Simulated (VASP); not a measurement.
# SnO2 (Pnnm) in VASP: a series of runs

The runs below take SnO2 through single point, with LDA.

All numbers are computed with VASP 6.6.1; they aren't measurements. Logs are shortened: lines on timing, memory, paths and dates and some standing lists are left out, and cuts for length are marked.

## 1. The cell of the first run

Symmetry: Pnnm, No. 58, orthorhombic system. Conventional cell: a = 4.749 Å, b = 5.044 Å, c = 3.208 Å, α = 90.00°, β = 90.00°, γ = 90.00°. Within 2.8 Å of Sn (site symmetry 2/m) lie 6 O at 2.08 to 2.14 Å. Within 2.8 Å of O (site symmetry m) lie 3 Sn at 2.08 to 2.14 Å and 1 O at 2.66 Å.

## 2. Single point, LDA (12.81 Å³/atom)

File INCAR:

```
SYSTEM = SnO2
ALGO     = Normal         ! electronic algorithm
EDIFF    = 1E-6           ! SCF threshold, eV
ENCUT    = 520            ! plane-wave cutoff, eV
GGA      = CA             ! functional
ISIF     = 2              ! what is computed and relaxed
ISMEAR   = 0              ! smearing method
LASPH    = .TRUE.         ! aspherical terms in the spheres
LCHARG   = .FALSE.        ! write CHGCAR
LREAL    = .FALSE.        ! projectors in reciprocal space
LWAVE    = .FALSE.        ! write WAVECAR
NBANDS   = 35             ! bands
NELM     = 100            ! most SCF steps
PREC     = Accurate       ! precision mode
SIGMA    = 0.05           ! smearing width, eV
```

File KPOINTS:

```
k-points
0
G
  6 6 10
  0 0 0
```

File POSCAR:

```
SnO2
1.0
    5.0435805657      0.0000000000      0.0000000000
    0.0000000000      4.7492704512      0.0000000000
    0.0000000000      0.0000000000      3.2082389354
Sn O
2 4
Direct
    0.5000000000      0.5000000000      0.5000000000
    0.0000000000      0.0000000000      0.0000000000
    0.3122371700      0.3037849457      0.0000000000
    0.8122371700      0.1962150543      0.5000000000
    0.1877628300      0.8037849457      0.5000000000
    0.6877628300      0.6962150543      0.0000000000
```

Potentials or basis: VASP PAW LDA potentials, release 64 (Sn_d, O).

Started as:

```
$ cat potpaw_LDA.64/Sn_d/POTCAR potpaw_LDA.64/O/POTCAR > POTCAR
$ mpirun -np 1 vasp_std > vasp.out
```

OUTCAR:

```text
SYSTEM = SnO2
   EDIFF = 1E-6
   ENCUT = 520
   GGA = CA
   ISIF = 2
   ISMEAR = 0
   LASPH = .TRUE.
   LREAL = .FALSE.
   NELM = 100
   PREC = Accurate

 ion  position               nearest neighbor table
   1  0.500  0.500  0.500-   3 2.08   6 2.08   3 2.08   6 2.08   5 2.14   4 2.14
   2  0.000  0.000  0.000-   4 2.08   5 2.08   4 2.08   5 2.08   3 2.14   6 2.14
   3  0.312  0.304  0.000-   1 2.08   1 2.08   2 2.14
   4  0.812  0.196  0.500-   2 2.08   2 2.08   1 2.14
   5  0.188  0.804  0.500-   2 2.08   2 2.08   1 2.14
   6  0.688  0.696  0.000-   1 2.08   1 2.08   2 2.14

  LATTYP: Found a simple orthorhombic cell.
 ALAT       =     3.2082389354
 B/A-ratio  =     1.4803356442
 C/A-ratio  =     1.5720713660

  Lattice vectors:

 A1 = (   0.0000000000,   0.0000000000,  -3.2082389354)
 A2 = (   0.0000000000,   4.7492704512,   0.0000000000)
 A3 = (   5.0435805657,   0.0000000000,   0.0000000000)

Analysis of symmetry for initial positions (statically):
=====================================================================
 Subroutine PRICEL returns:
 Original cell was already a primitive cell.

 Routine SETGRP: Setting up the symmetry group for a
 simple orthorhombic supercell.

 Subroutine GETGRP returns: Found  8 space group operations
 (whereof  4 operations were pure point group operations)
 out of a pool of  8 trial point group operations.

The static configuration has the point symmetry C_2h.
 The point group associated with its full space group is D_2h.

Analysis of symmetry for dynamics (positions and initial velocities):
=====================================================================
 Subroutine PRICEL returns:
 Original cell was already a primitive cell.

 Routine SETGRP: Setting up the symmetry group for a
 simple orthorhombic supercell.

 Subroutine GETGRP returns: Found  8 space group operations
 (whereof  4 operations were pure point group operations)
 out of a pool of  8 trial point group operations.

The dynamic configuration has the point symmetry C_2h.
 The point group associated with its full space group is D_2h.

 Subroutine INISYM returns: Found  8 space group operations
 (whereof  4 operations are pure point group operations),
 and found     1 'primitive' translations

----------------------------------------------------------------------------------------

                                     Primitive cell

  volume of cell :      76.8480

  direct lattice vectors                    reciprocal lattice vectors
     5.043580566  0.000000000  0.000000000     0.198271840  0.000000000  0.000000000
     0.000000000  4.749270451  0.000000000     0.000000000  0.210558655  0.000000000
     0.000000000  0.000000000  3.208238935     0.000000000  0.000000000  0.311697483

  length of vectors
     5.043580566  4.749270451  3.208238935     0.198271840  0.210558655  0.311697483

  position of ions in fractional coordinates (direct lattice)
     0.500000000  0.500000000  0.500000000
     0.000000000  0.000000000  0.000000000
     0.312237170  0.303784946  0.000000000
     0.812237170  0.196215054  0.500000000
     0.187762830  0.803784946  0.500000000
     0.687762830  0.696215054  0.000000000

  ion indices of the primitive-cell ions
   primitive index   ion index
                 1           1
                 2           2
                 3           3
                 4           4
                 5           5
                 6           6

----------------------------------------------------------------------------------------

 KPOINTS: k-points

Automatic generation of k-mesh.
 Grid dimensions read from file:
 generate k-points for:    6    6   10

 Generating k-lattice:

  Cartesian coordinates                     Fractional coordinates (reciprocal lattice)
     0.033045307  0.000000000  0.000000000     0.166666667  0.000000000  0.000000000
     0.000000000  0.035093109  0.000000000     0.000000000  0.166666667  0.000000000
     0.000000000  0.000000000  0.031169748     0.000000000  0.000000000  0.100000000

  Length of vectors
     0.033045307  0.035093109  0.031169748

  Shift w.r.t. Gamma in fractional coordinates (k-lattice)
     0.000000000  0.000000000  0.000000000

 Subroutine IBZKPT returns following result:
 ===========================================

 Found     96 irreducible k-points:

 Following reciprocal coordinates:
            Coordinates               Weight
  0.000000  0.000000  0.000000      1.000000
  0.166667  0.000000  0.000000      2.000000
  0.333333  0.000000  0.000000      2.000000
  0.500000  0.000000  0.000000      1.000000
  0.000000  0.166667  0.000000      2.000000
  0.166667  0.166667  0.000000      4.000000
[... 16 lines left out ...]
  0.333333  0.166667  0.100000      8.000000
  0.500000  0.166667  0.100000      4.000000
 [... further k-points ...]
   k-points           NKPTS =     96   k-points in BZ     NKDIM =     96   number of bands    NBANDS=     35
   number of dos      NEDOS =    301   number of ions     NIONS =      6
   total plane-waves  NPLWV =  34560
   dimension x,y,z NGX =    40 NGY =   36 NGZ =   24
   dimension x,y,z NGXF=    80 NGYF=   72 NGZF=   48
   ions per type =               2   4
   NGX,Y,Z   is equivalent  to a cutoff of  13.18, 12.60, 12.44 a.u.
   NGXF,Y,Z  is equivalent  to a cutoff of  26.37, 25.20, 24.87 a.u.
 SYSTEM =  SnO2
   PREC   = accura    normal or accurate (medium, high low for compatibility)
   ISTART =      0    job   : 0-new  1-cont  2-samecut
   ICHARG =      2    charge: 1-file 2-atom 10-const
   ISPIN  =      1    spin polarized calculation?
   LNONCOLLINEAR =      F non collinear calculations
   LSORBIT =      F    spin-orbit coupling
   LASPH  =      T    aspherical Exc in radial PAW
   ENCUT  =  520.0 eV  38.22 Ry    6.18 a.u.   9.38  8.83  5.97*2*pi/ulx,y,z
   NELM   =    100;   NELMIN=  2; NELMDL= -5     # of ELM steps
   EDIFF  = 0.1E-05   stopping-criterion for ELM
   LREAL  =      F    real-space projection
   EDIFFG = 0.1E-04   stopping-criterion for IOM
   NSW    =      0    number of steps for IOM
   IBRION =     -1    ionic relax: 0-MD 1-quasi-New 2-CG
   NFREE  =      0    steps in history (QN), initial steepest desc. (CG)
   ISIF   =      2    stress and relaxation
   ISYM   =      2    0-nonsym 1-usesym 2-fastsym
   POTIM  = 0.5000    time-step for ionic-motion
   TEBEG  =    0.0;   TEEND  =   0.0 temperature during run
   PSTRESS=    0.0 pullay stress
   NELECT =      52.0000    total number of electrons
   NUPDOWN=      -1.0000    fix difference up-down
   EMIN   =  10.00;   EMAX   =-10.00  energy-range for DOS
   EFERMI =   0.00;   METHOD = LEGACY
   ISMEAR =     0;   SIGMA  =   0.05  broadening in eV -4-tet -1-fermi 0-gaus
   EFERMI_NEDOS =   21; number of points for ismear=-14 and -15
   IALGO  =     38    algorithm
   IMIX   =      4    mixing-type and parameters
     AMIX     =   0.40;   BMIX     =  1.00
     AMIX_MAG =   1.60;   BMIX_MAG =  1.00
  volume/ion in A,a.u.               =      12.81        86.43
  Fermi-wavevector in a.u.,A,eV,Ry     =   1.437248  2.716005 28.105313  2.065682
  Thomas-Fermi vector in A             =   2.556347
   LORBIT       =      0    0 simple, 1 ext, 2 COOP (PROOUT), +10 PAW based schemes
   GGA     = CA    functional components
   LHFCALC =     F    Hartree Fock is set to
   AEXX    =    0.0000 exact exchange contribution
   IVDW    =     0    specifies the selected vdW correction
   LEPSILON=     F    determine dielectric tensor
   LRPA    =     F    only Hartree local field effects (RPA)
 non-spin polarized calculation
 Gauss-broadening in eV      SIGMA  =   0.05
  energy-cutoff  :      520.00
  volume of cell :       76.85
 maximum number of plane-waves:      2104
 NGX is ok and might be reduce to    40
   NGX = 19   NGY = 17   NGZ = 11

 number of electron      52.0000001 magnetization

 Free energy of the ion-electron system (eV)
  ---------------------------------------------------
  ext. energy  EPLUGINS =         0.00000000
  ---------------------------------------------------
  free energy    TOTEN  =       -42.03136478 eV

  energy without entropy =      -42.03136478  energy(sigma->0) =      -42.03136478

 E-fermi :   5.2937     XC(G=0): -11.4181

 val. band max:        5.0004331511   @ k =   0.0000   0.0000   0.0000
 cond. band min:       5.5299833695   @ k =   0.0000   0.0000   0.0000
 fundamental gap:      0.5295502184
 Fermi energy:         5.2937057404

 k-point     1 :       0.0000    0.0000    0.0000
  band No.  band energies     occupation
      1     -15.8835      2.00000
      2     -15.3329      2.00000
      3     -15.0792      2.00000
      4     -15.0628      2.00000
      5     -15.0618      2.00000
      6     -14.9631      2.00000
[... 27 lines left out ...]
     34      15.9143      0.00000
     35      16.5891      0.00000

 k-point     2 :       0.1667    0.0000    0.0000
  band No.  band energies     occupation
      1     -15.8503      2.00000
      2     -15.3671      2.00000
      3     -15.0771      2.00000
      4     -15.0615      2.00000
      5     -15.0606      2.00000
      6     -14.9871      2.00000
[... 27 lines left out ...]
     34      15.8800      0.00000
     35      16.6405      0.00000

 k-point     3 :       0.3333    0.0000    0.0000
  band No.  band energies     occupation
      1     -15.7557      2.00000
      2     -15.4709      2.00000
      3     -15.0702      2.00000
      4     -15.0587      2.00000
      5     -15.0582      2.00000
      6     -15.0287      2.00000
[... 27 lines left out ...]
     34      16.1477      0.00000
     35      16.7569      0.00000
[... 723 lines left out ...]
 k-point    23 :       0.3333    0.1667    0.1000
  band No.  band energies     occupation
      1     -15.7082      2.00000
      2     -15.4683      2.00000
      3     -15.1463      2.00000
      4     -15.1438      2.00000
      5     -15.0451      2.00000
      6     -15.0063      2.00000
[... 27 lines left out ...]
     34      16.4386      0.00000
     35      16.7707      0.00000

 k-point    24 :       0.5000    0.1667    0.1000
  band No.  band energies     occupation
      1     -15.5954      2.00000
      2     -15.5954      2.00000
      3     -15.1456      2.00000
      4     -15.1456      2.00000
      5     -15.0275      2.00000
      6     -15.0275      2.00000
[... 27 lines left out ...]
     34      16.4249      0.00000
     35      16.8947      0.00000

 [... further k-points ...]
[... 5 lines left out ...]
  --------------------------------------------------------------------------------------
  -------------------------------------------------------------------------------------
  Total       -7.1097091     -4.7457118     -4.8045657     -0.0000000      0.0000000      0.0000000
  in kB     -148.2278622    -98.9417020   -100.1687253     -0.0000000      0.0000000      0.0000000
  external PRESSURE =    -115.7794298 kB  Pullay stress =       0.0000000 kB

 VOLUME and BASIS-vectors are now :
 -----------------------------------------------------------------------------
  energy-cutoff  :      520.00
  volume of cell :       76.85
      direct lattice vectors                 reciprocal lattice vectors
     5.043580566  0.000000000  0.000000000     0.198271840  0.000000000  0.000000000
     0.000000000  4.749270451  0.000000000     0.000000000  0.210558655  0.000000000
     0.000000000  0.000000000  3.208238935     0.000000000  0.000000000  0.311697483

 POSITION                                       TOTAL-FORCE (eV/Angst)
 -----------------------------------------------------------------------------------
      2.52179      2.37464      1.60412        -0.000000     -0.000000      0.000000
      0.00000      0.00000      0.00000        -0.000000     -0.000000      0.000000
      1.57479      1.44276      0.00000        -0.026495     -0.030480     -0.000000
      4.09658      0.93188      1.60412        -0.026495      0.030480      0.000000
      0.94700      3.81739      1.60412         0.026495     -0.030480     -0.000000
      3.46879      3.30651      0.00000         0.026495      0.030480      0.000000
 -----------------------------------------------------------------------------------
    total drift:                                0.000000     -0.000000     -0.000000

  FREE ENERGIE OF THE ION-ELECTRON SYSTEM (eV)
  ---------------------------------------------------
  free  energy   TOTEN  =       -42.0313647758 eV

  energy  without entropy=      -42.0313647758  energy(sigma->0) =      -42.03136478
```

It took 3.1 min on 1 thread of AMD EPYC 9R45 (Zen 5), shared host; peak memory 0.27 GiB.

What came out:

```
Free energy            : -42.0314 eV
Pressure               : -11.6 GPa
Largest force          : 0.040 eV/Å
Band gap on the k mesh : 0.53 eV
```

Forces in eV/Å, atoms in the order of the input:
```
Sn   0.000  0.000  0.000
Sn   0.000  0.000  0.000
O   -0.026 -0.030  0.000
O   -0.026  0.030  0.000
O    0.026 -0.030  0.000
O    0.026  0.030  0.000
```

Caveat: the cell stands under tension; spin-orbit coupling is left out, which moves the levels of the heavy elements.

## 3. Single point, LDA (12.81 Å³/atom)

File INCAR:

```
SYSTEM = SnO2
  PREC = Accurate
  ENCUT = 520
  EDIFF = 1E-6
  ISMEAR = 0
  SIGMA = 0.05
  LREAL = .False.
  LASPH = .True.
  NELM = 80
  ALGO = Normal
  ISIF = 2
  LWAVE = .False.
  LCHARG = .False.
  GGA = CA
  NBANDS = 35
```

File KPOINTS:

```
regular mesh
0
Gamma
  6 6 10
  0 0 0
```

File POSCAR:

```
SnO2
1.0
    4.6541699696      0.0000000000      0.0000000000
    0.0000000000      4.9439635824      0.0000000000
    0.0000000000      0.0000000000      3.3397585215
Sn O
2 4
Direct
    0.5000000000      0.5000000000      0.5000000000
    0.0000000000      0.0000000000      0.0000000000
    0.3055849695      0.3104540462      0.0000000000
    0.8055849695      0.1895459538      0.5000000000
    0.1944150305      0.8104540462      0.5000000000
    0.6944150305      0.6895459538      0.0000000000
```

Potentials or basis: VASP PAW LDA potentials, release 64 (Sn_d, O).

Started as:

```
$ cat potpaw_LDA.64/Sn_d/POTCAR potpaw_LDA.64/O/POTCAR > POTCAR
$ mpirun -np 1 vasp_std > vasp.out
```

Run time: 3.4 min. Hardware: 1 thread of AMD EPYC 9R45 (Zen 5), shared host; peak memory 0.27 GiB.

It converged, with:

```yaml
Free_energy: -41.9675 eV
Pressure: -13.8 GPa
Largest_force: 0.017 eV/Å
Band_gap_on_the_k_mesh: 0.28 eV
```

Forces on the atoms (eV/Å):
```
Sn   0.000  0.000  0.000
Sn   0.000  0.000  0.000
O   -0.014 -0.009  0.000
O   -0.014  0.009  0.000
O    0.014 -0.009  0.000
O    0.014  0.009  0.000
```

Stress tensor (GPa, compression positive):
```
 -8.58   0.00   0.00
  0.00 -13.26   0.00
  0.00   0.00 -19.48
```

Levels at points of the mesh, in eV from the valence-band top:
```csv
k point,band 24,band 25,band 26,band 27,band 28,band 29
"(0.00, 0.00, 0.00)",-0.81,-0.54,0.00,0.28,4.97,5.39
"(0.50, 0.00, 0.00)",-1.31,-0.65,-0.65,3.55,3.55,6.17
"(0.00, 0.50, 0.00)",-1.24,-0.48,-0.48,3.53,3.53,6.22
"(0.50, 0.50, 0.00)",-1.42,-0.74,-0.74,3.79,3.79,6.62
"(0.00, 0.00, 0.50)",-1.51,-1.14,-1.14,5.19,5.19,9.07
"(0.50, 0.00, 0.50)",-0.82,-0.64,-0.64,5.49,5.49,7.40
"(0.00, 0.50, 0.50)",-1.07,-0.73,-0.73,5.46,5.46,7.38
"(0.50, 0.50, 0.50)",-0.87,-0.68,-0.68,4.08,4.08,8.12
```

Caveat: the cell stands under tension; spin-orbit coupling is left out, which moves the levels of the heavy elements.

## 4. Single point, LDA (13.76 Å³/atom)

This run uses another cell than the first one, of 13.76 Å³/atom.

File INCAR:

```
  ALGO = Normal
  EDIFF = 1E-6
  ENCUT = 520
  GGA = CA
  ISIF = 2
  ISMEAR = 0
  LASPH = True
  LCHARG = False
  LREAL = False
  LWAVE = False
  NBANDS = 35
  NELM = 100
  PREC = Accurate
  SIGMA = 0.05
```

File KPOINTS:

```
k-points
0
Gamma
  6 6 10
```

File POSCAR:

```
SnO2
1.0
    5.3773325220      0.0000000000      0.0000000000
    0.0000000000      4.7668791902      0.0000000000
    0.0000000000      0.0000000000      3.2201340344
Sn O
2 4
Direct
    0.5000000000      0.5000000000      0.5000000000
    0.0000000000      0.0000000000      0.0000000000
    0.3190458454      0.3051244752      0.0000000000
    0.8190458454      0.1948755248      0.5000000000
    0.1809541546      0.8051244752      0.5000000000
    0.6809541546      0.6948755248      0.0000000000
```

Started as:

```
$ cat potpaw_LDA.64/Sn_d/POTCAR potpaw_LDA.64/O/POTCAR > POTCAR
$ mpirun -np 1 vasp_std > vasp.out
```

Run time: 2.7 min. Hardware: 1 thread of AMD EPYC 9R45 (Zen 5), shared host; peak memory 0.28 GiB.

It converged, with:

```yaml
Free_energy: -41.3537 eV
Pressure: -18.2 GPa
Largest_force: 0.046 eV/Å
Band_gap_on_the_k_mesh: 0.29 eV (least direct gap 0.33 eV)
```

Forces in eV/Å, atoms in the order of the input:
```
Sn   0.000  0.000  0.000
Sn   0.000  0.000  0.000
O   -0.033 -0.032  0.000
O   -0.033  0.032  0.000
O    0.033 -0.032  0.000
O    0.033  0.032  0.000
```

Stress tensor (GPa, compression positive):
```
-23.72   0.00   0.00
  0.00 -14.08   0.00
  0.00   0.00 -16.72
```

Levels at points of the mesh, in eV from the valence-band top:
```csv
k point,band 24,band 25,band 26,band 27,band 28,band 29
"(0.00, 0.00, 0.00)",-0.84,-0.39,-0.05,0.29,4.98,5.58
"(0.50, 0.00, 0.00)",-0.98,-0.42,-0.42,3.08,3.08,6.61
"(0.00, 0.50, 0.00)",-1.06,-0.64,-0.64,3.09,3.09,6.33
"(0.50, 0.50, 0.00)",-1.10,-0.70,-0.70,3.42,3.42,6.53
"(0.00, 0.00, 0.50)",-1.19,-0.96,-0.96,4.75,4.75,8.54
"(0.50, 0.00, 0.50)",-0.97,-0.79,-0.79,4.89,4.89,6.47
"(0.00, 0.50, 0.50)",-0.68,-0.62,-0.62,4.98,4.98,6.54
"(0.50, 0.50, 0.50)",-0.83,-0.62,-0.62,3.82,3.82,7.38
```

Caveat: the cell stands under tension; spin-orbit coupling is left out, which moves the levels of the heavy elements. A k mesh can miss the band edges.

## 5. Summary

```csv
cell,gap on the mesh (eV),pressure (GPa),largest force (eV/Å)
"a = 5.044, b = 4.749, c = 3.208 Å, 6 atoms, atomic positions A",0.53,-11.6,0.04
"a = 4.654, b = 4.944, c = 3.340 Å, 6 atoms, atomic positions B",0.28,-13.8,0.02
"a = 5.377, b = 4.767, c = 3.220 Å, 6 atoms, atomic positions C",0.29,-18.2,0.05
```

Alike in all rows: task single point; level LDA; potentials or basis VASP PAW LDA potentials, release 64 (Sn_d, O); no spin polarisation; k mesh 6 × 6 × 10; cutoff (eV) 520; smearing gaussian 0.05 eV.

Caveats: the cell stands under tension; spin-orbit coupling is left out, which moves the levels of the heavy elements.

Absolute energies hang on the potentials; compare differences alone.
